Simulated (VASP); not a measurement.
Here is a VASP 6.6.1 calculation.

The input INCAR:

```
  PREC = Accurate
  ENCUT = 520
  EDIFF = 1E-6
  ISMEAR = -1
  SIGMA = 0.05
  LREAL = False
  LASPH = True
  NELM = 80
  ALGO = Normal
  ISIF = 2
  LWAVE = False
  LCHARG = False
  GGA = PE
  NBANDS = 8
```

The input KPOINTS:

```
regular mesh
0
Gamma
  17 17 17
```

Contents of POSCAR:

```
P
1.0
    0.0000000000      1.9186689794      1.9186689794
    1.9186689794      0.0000000000      1.9186689794
    1.9186689794      1.9186689794      0.0000000000
P
1
Direct
    0.0000000000      0.0000000000      0.0000000000
```

Potentials or basis: VASP PAW PBE potentials, release 64 (P).

Launch:

```bash
$ cat potpaw_PBE.64/P/POTCAR > POTCAR
$ mpirun -np 1 vasp_std > vasp.out
```

Q: Estimate the pressure.

A: 2.0 GPa.

Q: Predict the band gap on the k mesh.

A: Zero (an odd number of electrons rules out a gap without spin polarisation).
